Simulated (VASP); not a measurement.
# AlN (P6_3mc) in VASP: further runs, part 2 of 2

VASP 6.6.1. The steps go on from the part before.

**3. Single point, r2SCAN (8.74 Å³/atom)**

This run uses another cell than the first one, of 8.74 Å³/atom.

The input, POSCAR:

```
AlN
1.0
    2.9529009317      0.0000000000      0.0000000000
   -1.4764504658      2.5572872217      0.0000000000
    0.0000000000      0.0000000000      4.6290533632
Al N
2 2
Direct
    0.3333333333      0.6666666667     -0.0042246478
    0.6666666667      0.3333333333      0.4957753522
    0.3333333333      0.6666666667      0.3842246478
    0.6666666667      0.3333333333      0.8842246478
```

The input, INCAR.step1:

```
PREC = Accurate ; ENCUT = 520
ISMEAR = 0 ; SIGMA = 0.05
LREAL = F ; LASPH = T
NELM = 100 ; NBANDS = 16
GGA = PE ; ALGO = Normal
EDIFF = 1E-4 ; LWAVE = T
LCHARG = F
```

The input, INCAR.step2:

```
PREC = Accurate ; ENCUT = 520
EDIFF = 1E-6 ; ISMEAR = 0
SIGMA = 0.05 ; LREAL = F
LASPH = T ; NELM = 100
ALGO = Normal ; ISIF = 2
LWAVE = F ; LCHARG = F
METAGGA = R2SCAN ; LMIXTAU = T
NBANDS = 16 ; ISTART = 1
```

The input, KPOINTS:

```
Automatic mesh
0
Gamma
  8 8 4
```

Potentials or basis: VASP PAW PBE potentials, release 64 (Al, N).

Launch:

```bash
cat potpaw_PBE.64/Al/POTCAR potpaw_PBE.64/N/POTCAR > POTCAR
cp INCAR.step1 INCAR
mpirun -np 1 vasp_std > vasp.out
cp INCAR.step2 INCAR
mpirun -np 1 vasp_std > vasp.out
```

Run time: 79 s. Hardware: 1 thread of Intel Xeon 8259CL, shared host; peak memory 0.16 GiB.

The run converged. Its results:

| Quantity | Value |
| --- | --- |
| Free energy | -37.5404 eV |
| Pressure | 50.6 GPa |
| Band gap on the k mesh | 5.92 eV (least direct gap 6.43 eV) |

Stress tensor (GPa, compression positive):
```
50.62  0.00  0.00
 0.00 50.62  0.00
 0.00  0.00 50.43
```

Levels at points of the mesh, in eV from the valence-band top:
| k point | band 5 | band 6 | band 7 | band 8 | band 9 | band 10 | band 11 | band 12 |
| --- | --- | --- | --- | --- | --- | --- | --- | --- |
| (0.00, 0.00, 0.00) | -1.33 | -0.56 | -0.56 | 0.00 | 6.43 | 8.81 | 12.91 | 12.91 |
| (0.50, 0.00, 0.00) | -4.01 | -2.72 | -2.17 | -0.97 | 6.87 | 6.94 | 10.43 | 12.47 |
| (0.00, 0.00, 0.50) | -0.96 | -0.96 | -0.96 | -0.96 | 8.67 | 8.67 | 12.80 | 12.80 |
| (0.50, 0.00, 0.50) | -1.95 | -1.95 | -1.65 | -1.65 | 6.55 | 6.55 | 11.09 | 11.09 |

Caveat: the cell stands under pressure; the PAW data sets were made with another functional, which shifts forces and pressure a little. r2SCAN opens gaps a little over a GGA but as a rule still falls short of measured ones.

**4. Single point, r2SCAN (9.57 Å³/atom)**

This run uses another cell than the first one, of 9.57 Å³/atom.

The input, POSCAR:

```
AlN
1.0
    3.0284785109      0.0000000000      0.0000000000
   -1.5142392555      2.6227393252      0.0000000000
    0.0000000000      0.0000000000      4.8200272053
Al N
2 2
Direct
    0.3333333333      0.6666666667     -0.0018098170
    0.6666666667      0.3333333333      0.4981901830
    0.3333333333      0.6666666667      0.3818098170
    0.6666666667      0.3333333333      0.8818098170
```

The input, INCAR.step1:

```
SYSTEM = AlN
PREC = Accurate
ENCUT = 520
ISMEAR = 0
SIGMA = 0.05
LREAL = .FALSE.
LASPH = .TRUE.
NELM = 60
NBANDS = 16
GGA = PE
ALGO = Normal
EDIFF = 1E-4
LWAVE = .TRUE.
LCHARG = .FALSE.
```

The input, INCAR.step2:

```
SYSTEM = AlN
PREC = Accurate
ENCUT = 520
EDIFF = 1E-6
ISMEAR = 0
SIGMA = 0.05
LREAL = .FALSE.
LASPH = .TRUE.
NELM = 60
ALGO = Normal
ISIF = 2
LWAVE = .FALSE.
LCHARG = .FALSE.
METAGGA = R2SCAN
LMIXTAU = .TRUE.
NBANDS = 16
ISTART = 1
```

The input, KPOINTS:

```
regular mesh
0
G
  8 8 4
  0 0 0
```

Launch:

```bash
cat potpaw_PBE.64/Al/POTCAR potpaw_PBE.64/N/POTCAR > POTCAR
cp INCAR.step1 INCAR
mpirun -np 1 vasp_std > vasp.out
cp INCAR.step2 INCAR
mpirun -np 1 vasp_std > vasp.out
```

It took 80 s on 1 thread of Intel Xeon 8259CL, shared host; peak memory 0.16 GiB.

Results (log left out):

- Free energy: -38.2603 eV
- Pressure: 20.2 GPa
- Band gap on the k mesh: 5.66 eV

Levels at points of the mesh, in eV from the valence-band top:
```csv
k point,band 5,band 6,band 7,band 8,band 9,band 10,band 11,band 12
"(0.00, 0.00, 0.00)",-1.03,-0.33,-0.33,0.00,5.66,8.20,12.35,12.54
"(0.50, 0.00, 0.00)",-3.64,-2.35,-1.93,-0.80,6.65,6.79,9.76,11.85
"(0.00, 0.00, 0.50)",-0.69,-0.69,-0.69,-0.69,7.97,7.97,12.03,12.03
"(0.50, 0.00, 0.50)",-1.66,-1.66,-1.50,-1.50,6.28,6.28,10.63,10.63
```

Caveat: the cell stands under pressure; the PAW data sets were made with another functional, which shifts forces and pressure a little. r2SCAN opens gaps a little over a GGA but as a rule still falls short of measured ones.

**5. Single point, r2SCAN (9.99 Å³/atom)**

This run uses another cell than the first one, of 9.99 Å³/atom.

The input, POSCAR:

```
AlN
1.0
    3.0677426067      0.0000000000      0.0000000000
   -1.5338713034      2.6567430297      0.0000000000
    0.0000000000      0.0000000000      4.9016697997
Al N
2 2
Direct
    0.3333333333      0.6666666667     -0.0011627533
    0.6666666667      0.3333333333      0.4988372467
    0.3333333333      0.6666666667      0.3811627533
    0.6666666667      0.3333333333      0.8811627533
```

The input, INCAR.step1:

```
SYSTEM = AlN
ALGO = Normal
EDIFF = 1E-4
ENCUT = 520
GGA = PE
ISMEAR = 0
LASPH = .True.
LCHARG = .False.
LREAL = .False.
LWAVE = .True.
NBANDS = 16
NELM = 100
PREC = Accurate
SIGMA = 0.05
```

The input, INCAR.step2:

```
SYSTEM = AlN
ALGO = Normal
EDIFF = 1E-6
ENCUT = 520
ISIF = 2
ISMEAR = 0
ISTART = 1
LASPH = .True.
LCHARG = .False.
LMIXTAU = .True.
LREAL = .False.
LWAVE = .False.
METAGGA = R2SCAN
NBANDS = 16
NELM = 100
PREC = Accurate
SIGMA = 0.05
```

The input, KPOINTS:

```
k-points
0
Gamma
  8 8 4
  0 0 0
```

Launch:

```bash
cat potpaw_PBE.64/Al/POTCAR potpaw_PBE.64/N/POTCAR > POTCAR
cp INCAR.step1 INCAR
mpirun -np 1 vasp_std > vasp.out
cp INCAR.step2 INCAR
mpirun -np 1 vasp_std > vasp.out
```

Run time: 82 s. Hardware: 1 thread of Intel Xeon 8259CL, shared host; peak memory 0.16 GiB.

Results (log left out):

- Free energy: -38.4119 eV
- Pressure: 8.9 GPa
- Largest force: 0.011 eV/Å
- Band gap on the k mesh: 5.28 eV

Forces on the atoms (eV/Å):
```
Al   0.000  0.000 -0.011
Al   0.000  0.000 -0.011
N    0.000  0.000  0.011
N    0.000  0.000  0.011
```

Stress tensor (GPa, compression positive):
```
8.86 0.00 0.00
0.00 8.86 0.00
0.00 0.00 8.99
```

Levels at points of the mesh, in eV from the valence-band top:
```csv
k point,band 4,band 5,band 6,band 7,band 8,band 9,band 10,band 11,band 12,band 13
"(0.00, 0.00, 0.00)",-0.94,-0.94,-0.27,-0.27,0.00,5.28,7.87,11.97,12.30,12.30
"(0.50, 0.00, 0.00)",-4.33,-3.50,-2.23,-1.84,-0.74,6.55,6.68,9.40,11.55,11.94
"(0.00, 0.00, 0.50)",-3.45,-0.61,-0.61,-0.61,-0.61,7.61,7.61,11.67,11.67,12.62
"(0.50, 0.00, 0.50)",-5.85,-1.57,-1.57,-1.44,-1.44,6.14,6.14,10.39,10.39,13.44
```

Caveat: the cell stands under pressure; the PAW data sets were made with another functional, which shifts forces and pressure a little. r2SCAN opens gaps a little over a GGA but as a rule still falls short of measured ones.

**6. Single point, r2SCAN (10.40 Å³/atom)**

This run uses another cell than the first one, of 10.40 Å³/atom.

The input, POSCAR:

```
AlN
1.0
    3.1065025849      0.0000000000      0.0000000000
   -1.5532512925      2.6903101554      0.0000000000
    0.0000000000      0.0000000000      4.9792876547
Al N
2 2
Direct
    0.3333333333      0.6666666667     -0.0007776514
    0.6666666667      0.3333333333      0.4992223486
    0.3333333333      0.6666666667      0.3807776514
    0.6666666667      0.3333333333      0.8807776514
```

The input, INCAR.step1:

```
PREC = Accurate
ENCUT = 520
ISMEAR = 0
SIGMA = 0.05
LREAL = False
LASPH = True
NELM = 80
NBANDS = 16
GGA = PE
ALGO = Normal
EDIFF = 1E-4
LWAVE = True
LCHARG = False
```

The input, INCAR.step2:

```
PREC = Accurate
ENCUT = 520
EDIFF = 1E-7
ISMEAR = 0
SIGMA = 0.05
LREAL = False
LASPH = True
NELM = 80
ALGO = Normal
ISIF = 2
LWAVE = False
LCHARG = False
METAGGA = R2SCAN
LMIXTAU = True
NBANDS = 16
ISTART = 1
```

The input, KPOINTS:

```
Automatic mesh
0
Gamma
  8 8 4
```

Potentials or basis: VASP PAW PBE potentials, release 64 (Al, N).

Launch:

```bash
cat potpaw_PBE.64/Al/POTCAR potpaw_PBE.64/N/POTCAR > POTCAR
cp INCAR.step1 INCAR
mpirun -np 1 vasp_std > vasp.out
cp INCAR.step2 INCAR
mpirun -np 1 vasp_std > vasp.out
```

It took 1.9 min on 1 thread of Intel Xeon 8259CL, shared host; peak memory 0.17 GiB.

It converged, with:

```
Free energy            : -38.4564 eV
Pressure               : -0.4 GPa
Largest force          : 0.003 eV/Å
Band gap on the k mesh : 4.92 eV
```

Forces on the atoms (eV/Å):
```
Al   0.000  0.000 -0.003
Al   0.000  0.000 -0.003
N    0.000  0.000  0.003
N    0.000  0.000  0.003
```

Levels at points of the mesh, in eV from the valence-band top:
```tsv
k point	band 5	band 6	band 7	band 8	band 9	band 10	band 11	band 12
(0.00, 0.00, 0.00)	-0.88	-0.22	-0.22	0.00	4.92	7.54	11.62	12.05
(0.50, 0.00, 0.00)	-3.39	-2.13	-1.77	-0.71	6.45	6.57	9.05	11.26
(0.00, 0.00, 0.50)	-0.56	-0.56	-0.56	-0.56	7.26	7.26	11.32	11.32
(0.50, 0.00, 0.50)	-1.50	-1.50	-1.39	-1.39	6.00	6.00	10.15	10.15
```

Caveat: the PAW data sets were made with another functional, which shifts forces and pressure a little.

**7. Overview**

| cell | gap on the mesh (eV) | pressure (GPa) |
| --- | --- | --- |
| a = 2.933, b = 2.933, c = 4.468 Å, angles 90.0, 90.0, 120.0°, 4 atoms, atomic positions A | 5.85 | 69.7 |
| a = 2.953, b = 2.953, c = 4.629 Å, angles 90.0, 90.0, 120.0°, 4 atoms, atomic positions B | 5.92 | 50.6 |
| a = 3.028, b = 3.028, c = 4.820 Å, angles 90.0, 90.0, 120.0°, 4 atoms, atomic positions C | 5.66 | 20.2 |
| a = 3.068, b = 3.068, c = 4.902 Å, angles 90.0, 90.0, 120.0°, 4 atoms, atomic positions C | 5.28 | 8.9 |
| a = 3.107, b = 3.107, c = 4.979 Å, angles 90.0, 90.0, 120.0°, 4 atoms, atomic positions C | 4.92 | -0.4 |

Alike in all rows: task single point; level r2SCAN; potentials or basis VASP PAW PBE potentials, release 64 (Al, N); no spin polarisation; k mesh 8 × 8 × 4; cutoff (eV) 520; smearing gaussian 0.05 eV.

Caveats: the PAW data sets were made with another functional, which shifts forces and pressure a little; the cell stands under pressure (at least some runs).

Total energies depend on the potentials used, so only differences within one code and one set of settings carry meaning.

**8. Comparison with measurements**

Step 6. A measured gap of AlN is 6.0343 eV (an exciton energy, a little under the gap; 0 K; quoted in “Structural and optical properties of self-assembled AlN nanowires grown on SiO2/Si substrates by molecular beam epitaxy”, 2024, arxiv:2402.00216); the calculated 4.92 eV misses it by -1.11 eV. 2 values of this kind are on record (6.034 to 6.0343 eV); this one was drawn at random. The value is that of r2SCAN, without temperature or zero-point motion.
